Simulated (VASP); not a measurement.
# B5C2 (P-62m) in VASP: single point with PBE

Aim: the single point of B5C2 with PBE.

Everything below comes from runs of VASP 6.6.1. Logs are shortened: lines on timing, memory, paths and dates and some standing lists are left out, and cuts for length are marked.

**1. The cell of the first run**

The structure is hexagonal, space group P-62m (No. 189). Conventional cell: a = 3.851 Å, b = 3.851 Å, c = 5.770 Å, α = 90.00°, β = 90.00°, γ = 120.00°. B (site symmetry m2m) has 1 C at 1.56 Å and 6 B at 2.03 to 2.16 Å within 2.2 Å. Within 1.9 Å of B (site symmetry 3m) lie 2 C at 1.39 to 1.50 Å. Within 2.0 Å of C (site symmetry -62m) lie 5 B at 1.50 to 1.56 Å. Within 1.9 Å of C (site symmetry -62m) lie 2 B at 1.39 Å.

The cell was built from a structure type or drawn by symmetry, and may not be a known phase.

**2. Single point, PBE**

Contents of INCAR:

```
ALGO = Normal
EDIFF = 1E-6
ENCUT = 600
GGA = PE
GGA_COMPAT = False
ISIF = 2
ISMEAR = 0
LASPH = True
LCHARG = False
LREAL = False
LWAVE = False
NBANDS = 20
NELM = 120
PREC = Accurate
SIGMA = 0.2
```

Contents of KPOINTS:

```
k-points
0
Gamma
  4 4 3
```

Contents of POSCAR:

```
B5C2
1.0
    3.8514875014      0.0000000000      0.0000000000
   -1.9257437507      3.3354860186      0.0000000000
    0.0000000000      0.0000000000      5.7702652932
B C
5 2
Direct
    0.5956535350      0.0000000000      0.0000000000
    0.0000000000      0.5956535350      0.0000000000
    0.4043464650      0.4043464650      0.0000000000
    0.0000000000      0.0000000000      0.2590943377
    0.0000000000      0.0000000000      0.7409056623
    0.0000000000      0.0000000000      0.0000000000
    0.0000000000      0.0000000000      0.5000000000
```

Potentials or basis: VASP PAW PBE potentials, release 64 (B, C).

Run with:

```sh
$ cat potpaw_PBE.64/B/POTCAR potpaw_PBE.64/C/POTCAR > POTCAR
$ mpirun -np 1 vasp_std > vasp.out
```

OUTCAR:

```text
EDIFF = 1E-6
   ENCUT = 600
   GGA = PE
   ISIF = 2
   ISMEAR = 0
   LASPH = True
   LREAL = False
   NELM = 120
   PREC = Accurate

 ion  position               nearest neighbor table
   1  0.596  0.000  0.000-   6 1.56   3 2.03   2 2.03   3 2.03   2 2.03   5 2.16   4 2.16
   2  0.000  0.596  0.000-   6 1.56   3 2.03   3 2.03   1 2.03   1 2.03   5 2.16   4 2.16
   3  0.404  0.404  0.000-   6 1.56   2 2.03   2 2.03   1 2.03   1 2.03   5 2.16   4 2.16
   4  0.000  0.000  0.259-   7 1.39   6 1.50   1 2.16   2 2.16   3 2.16
   5  0.000  0.000  0.741-   7 1.39   6 1.50   1 2.16   2 2.16   3 2.16
   6  0.000  0.000  0.000-   4 1.50   5 1.50   1 1.56   2 1.56   3 1.56
   7  0.000  0.000  0.500-   4 1.39   5 1.39

  LATTYP: Found a hexagonal cell.
 ALAT       =     3.8514875014
 C/A-ratio  =     1.4981913588

  Lattice vectors:

 A1 = (   3.8514875014,   0.0000000000,   0.0000000000)
 A2 = (  -1.9257437507,   3.3354860186,   0.0000000000)
 A3 = (   0.0000000000,   0.0000000000,   5.7702652932)

Analysis of symmetry for initial positions (statically):
=====================================================================
 Subroutine PRICEL returns:
 Original cell was already a primitive cell.

 Routine SETGRP: Setting up the symmetry group for a
 hexagonal supercell.

 Subroutine GETGRP returns: Found 12 space group operations
 (whereof 12 operations were pure point group operations)
 out of a pool of 24 trial point group operations.

The static configuration has the point symmetry D_3h.

Analysis of symmetry for dynamics (positions and initial velocities):
=====================================================================
 Subroutine PRICEL returns:
 Original cell was already a primitive cell.

 Routine SETGRP: Setting up the symmetry group for a
 hexagonal supercell.

 Subroutine GETGRP returns: Found 12 space group operations
 (whereof 12 operations were pure point group operations)
 out of a pool of 24 trial point group operations.

The dynamic configuration has the point symmetry D_3h.

 Subroutine INISYM returns: Found 12 space group operations
 (whereof 12 operations are pure point group operations),
 and found     1 'primitive' translations

----------------------------------------------------------------------------------------

                                     Primitive cell

  volume of cell :      74.1282

  direct lattice vectors                    reciprocal lattice vectors
     3.851487501  0.000000000  0.000000000     0.259639944  0.149903192  0.000000000
    -1.925743751  3.335486019  0.000000000     0.000000000  0.299806383  0.000000000
     0.000000000  0.000000000  5.770265293     0.000000000  0.000000000  0.173302257

  length of vectors
     3.851487501  3.851487501  5.770265293     0.299806383  0.299806383  0.173302257

  position of ions in fractional coordinates (direct lattice)
     0.595653535  0.000000000  0.000000000
     0.000000000  0.595653535  0.000000000
     0.404346465  0.404346465  0.000000000
     0.000000000  0.000000000  0.259094338
     0.000000000  0.000000000  0.740905662
     0.000000000  0.000000000  0.000000000
     0.000000000  0.000000000  0.500000000

  ion indices of the primitive-cell ions
   primitive index   ion index
                 1           1
                 2           2
                 3           3
                 4           4
                 5           5
                 6           6
                 7           7

----------------------------------------------------------------------------------------

 KPOINTS: k-points

Automatic generation of k-mesh.
 Grid dimensions read from file:
 generate k-points for:    4    4    3

 Generating k-lattice:

  Cartesian coordinates                     Fractional coordinates (reciprocal lattice)
     0.064909986  0.037475798  0.000000000     0.250000000  0.000000000  0.000000000
     0.000000000  0.074951596  0.000000000     0.000000000  0.250000000  0.000000000
     0.000000000  0.000000000  0.057767419     0.000000000  0.000000000  0.333333333

  Length of vectors
     0.074951596  0.074951596  0.057767419

  Shift w.r.t. Gamma in fractional coordinates (k-lattice)
     0.000000000  0.000000000  0.000000000

 Subroutine IBZKPT returns following result:
 ===========================================

 Found      8 irreducible k-points:

 Following reciprocal coordinates:
            Coordinates               Weight
  0.000000  0.000000  0.000000      1.000000
  0.250000  0.000000  0.000000      6.000000
  0.500000  0.000000  0.000000      3.000000
  0.250000  0.250000  0.000000      6.000000
  0.000000  0.000000  0.333333      2.000000
  0.250000  0.000000  0.333333     12.000000
  0.500000  0.000000  0.333333      6.000000
  0.250000  0.250000  0.333333     12.000000
   k-points           NKPTS =      8   k-points in BZ     NKDIM =      8   number of bands    NBANDS=     20
   number of dos      NEDOS =    301   number of ions     NIONS =      7
   total plane-waves  NPLWV =  49152
   dimension x,y,z NGX =    32 NGY =   32 NGZ =   48
   dimension x,y,z NGXF=    64 NGYF=   64 NGZF=   96
   ions per type =               5   2
   NGX,Y,Z   is equivalent  to a cutoff of  13.81, 13.81, 13.83 a.u.
   NGXF,Y,Z  is equivalent  to a cutoff of  27.63, 27.63, 27.66 a.u.
 SYSTEM =  unknown system
   PREC   = accura    normal or accurate (medium, high low for compatibility)
   ISTART =      0    job   : 0-new  1-cont  2-samecut
   ICHARG =      2    charge: 1-file 2-atom 10-const
   ISPIN  =      1    spin polarized calculation?
   LNONCOLLINEAR =      F non collinear calculations
   LSORBIT =      F    spin-orbit coupling
   LASPH  =      T    aspherical Exc in radial PAW
   ENCUT  =  600.0 eV  44.10 Ry    6.64 a.u.   7.69  7.69 11.52*2*pi/ulx,y,z
   NELM   =    120;   NELMIN=  2; NELMDL= -5     # of ELM steps
   EDIFF  = 0.1E-05   stopping-criterion for ELM
   LREAL  =      F    real-space projection
   EDIFFG = 0.1E-04   stopping-criterion for IOM
   NSW    =      0    number of steps for IOM
   IBRION =     -1    ionic relax: 0-MD 1-quasi-New 2-CG
   NFREE  =      0    steps in history (QN), initial steepest desc. (CG)
   ISIF   =      2    stress and relaxation
   ISYM   =      2    0-nonsym 1-usesym 2-fastsym
   POTIM  = 0.5000    time-step for ionic-motion
   TEBEG  =    0.0;   TEEND  =   0.0 temperature during run
   PSTRESS=    0.0 pullay stress
   NELECT =      23.0000    total number of electrons
   NUPDOWN=      -1.0000    fix difference up-down
   EMIN   =  10.00;   EMAX   =-10.00  energy-range for DOS
   EFERMI =   0.00;   METHOD = LEGACY
   ISMEAR =     0;   SIGMA  =   0.20  broadening in eV -4-tet -1-fermi 0-gaus
   EFERMI_NEDOS =   21; number of points for ismear=-14 and -15
   IALGO  =     38    algorithm
   IMIX   =      4    mixing-type and parameters
     AMIX     =   0.40;   BMIX     =  1.00
     AMIX_MAG =   1.60;   BMIX_MAG =  1.00
  volume/ion in A,a.u.               =      10.59        71.46
  Fermi-wavevector in a.u.,A,eV,Ry     =   1.108297  2.094378 16.712350  1.228323
  Thomas-Fermi vector in A             =   2.244823
   LORBIT       =      0    0 simple, 1 ext, 2 COOP (PROOUT), +10 PAW based schemes
   GGA     = PE    functional components
   LHFCALC =     F    Hartree Fock is set to
   AEXX    =    0.0000 exact exchange contribution
   IVDW    =     0    specifies the selected vdW correction
   LEPSILON=     F    determine dielectric tensor
   LRPA    =     F    only Hartree local field effects (RPA)
 non-spin polarized calculation
 Gauss-broadening in eV      SIGMA  =   0.20
  energy-cutoff  :      600.00
  volume of cell :       74.13
 maximum number of plane-waves:      2525
 NGX is ok and might be reduce to    32
   NGX = 15   NGY = 15   NGZ = 23

 number of electron      23.0000000 magnetization

 Free energy of the ion-electron system (eV)
  ---------------------------------------------------
  ext. energy  EPLUGINS =         0.00000000
  ---------------------------------------------------
  free energy    TOTEN  =       -42.24644579 eV

  energy without entropy =      -42.18019191  energy(sigma->0) =      -42.21331885

 E-fermi :   2.9766     XC(G=0):  -9.6156

 val. band max:        2.9648238100   @ k =   0.2500   0.0000   0.0000
 cond. band min:       3.0591473216   @ k =   0.2500   0.0000   0.3333
 fundamental gap:      0.0943235116
 Fermi energy:         2.9766152441

 k-point     1 :       0.0000    0.0000    0.0000
  band No.  band energies     occupation
      1     -14.9886      2.00000
      2      -8.6195      2.00000
      3      -8.0332      2.00000
      4      -6.2533      2.00000
      5      -6.2533      2.00000
      6      -3.9597      2.00000
[... 12 lines left out ...]
     19      10.7502      0.00000
     20      11.9355      0.00000

 k-point     2 :       0.2500    0.0000    0.0000
  band No.  band energies     occupation
      1     -14.6792      2.00000
      2      -8.5071      2.00000
      3      -8.0752      2.00000
      4      -7.6980      2.00000
      5      -6.4289      2.00000
      6      -3.3501      2.00000
[... 12 lines left out ...]
     19      10.6287      0.00000
     20      11.2384      0.00000

 k-point     3 :       0.5000    0.0000    0.0000
  band No.  band energies     occupation
      1     -14.2913      2.00000
      2      -9.3006      2.00000
      3      -8.3499      2.00000
      4      -7.2899      2.00000
      5      -6.5992      2.00000
      6      -4.1232      2.00000
[... 12 lines left out ...]
     19       9.4372      0.00000
     20      10.3842      0.00000

 k-point     4 :       0.2500    0.2500    0.0000
  band No.  band energies     occupation
      1     -14.3006      2.00000
      2      -8.8448      2.00000
      3      -8.3437      2.00000
      4      -7.7239      2.00000
      5      -7.2986      2.00000
      6      -3.2322      2.00000
[... 61 lines left out ...]
 k-point     7 :       0.5000    0.0000    0.3333
  band No.  band energies     occupation
      1     -14.2824      2.00000
      2      -9.2840      2.00000
      3      -8.7139      2.00000
      4      -6.6563      2.00000
      5      -6.5774      2.00000
      6      -4.1493      2.00000
[... 12 lines left out ...]
     19       8.5521      0.00000
     20      10.0817      0.00000

 k-point     8 :       0.2500    0.2500    0.3333
  band No.  band energies     occupation
      1     -14.2916      2.00000
      2      -8.8280      2.00000
      3      -8.7131      2.00000
      4      -7.7065      2.00000
      5      -6.6595      2.00000
      6      -3.6210      2.00000
[... 12 lines left out ...]
     19       8.6228      0.00000
     20      10.5641      0.00000

------------------------ aborting loop because EDIFF is reached ----------------------------------------

  FORCE on cell =-STRESS in cart. coord.  units (eV):
  Direction    XX          YY          ZZ          XY          YZ          ZX
  --------------------------------------------------------------------------------------
  -------------------------------------------------------------------------------------
  Total       -0.0214056     -0.0214056     -0.1267899     -0.0000000      0.0000000     -0.0000000
  in kB       -0.4626525     -0.4626525     -2.7403860     -0.0000000      0.0000000     -0.0000000
  external PRESSURE =      -1.2218970 kB  Pullay stress =       0.0000000 kB

 VOLUME and BASIS-vectors are now :
 -----------------------------------------------------------------------------
  energy-cutoff  :      600.00
  volume of cell :       74.13
      direct lattice vectors                 reciprocal lattice vectors
     3.851487501  0.000000000  0.000000000     0.259639944  0.149903192  0.000000000
    -1.925743751  3.335486019  0.000000000     0.000000000  0.299806383  0.000000000
     0.000000000  0.000000000  5.770265293     0.000000000  0.000000000  0.173302257

 POSITION                                       TOTAL-FORCE (eV/Angst)
 -----------------------------------------------------------------------------------
      2.29415      0.00000      0.00000        -0.019690      0.000000     -0.000000
     -1.14708      1.98679      0.00000         0.009845     -0.017052     -0.000000
      0.77867      1.34869      0.00000         0.009845      0.017052     -0.000000
      0.00000      0.00000      1.49504         0.000000      0.000000      0.034446
      0.00000      0.00000      4.27522         0.000000      0.000000     -0.034446
      0.00000      0.00000      0.00000         0.000000     -0.000000     -0.000000
      0.00000      0.00000      2.88513         0.000000      0.000000     -0.000000
 -----------------------------------------------------------------------------------
    total drift:                                0.000000      0.000000     -0.000000

  FREE ENERGIE OF THE ION-ELECTRON SYSTEM (eV)
  ---------------------------------------------------
  free  energy   TOTEN  =       -42.2464457926 eV

  energy  without entropy=      -42.1801919102  energy(sigma->0) =      -42.21331885
```

It took 16 s on 1 thread of Intel Xeon Platinum 8488C (Sapphire Rapids), shared host; peak memory 0.2 GiB.

Results:

```
Free energy            : -42.2464 eV
Pressure               : -0.1 GPa
Largest force          : 0.034 eV/Å
Band gap on the k mesh : zero (an odd number of electrons rules out a gap without spin polarisation)
```

Forces in eV/Å, atoms in the order of the input:
```
B   -0.020  0.000  0.000
B    0.010 -0.017  0.000
B    0.010  0.017  0.000
B    0.000  0.000  0.034
B    0.000  0.000 -0.034
C    0.000  0.000  0.000
C    0.000  0.000  0.000
```

Stress tensor (GPa, compression positive):
```
-0.05  0.00  0.00
 0.00 -0.05  0.00
 0.00  0.00 -0.27
```

Caveat: the k points lie up to 0.47 Å⁻¹ apart, too coarse for converged energies and pressures of a metal.
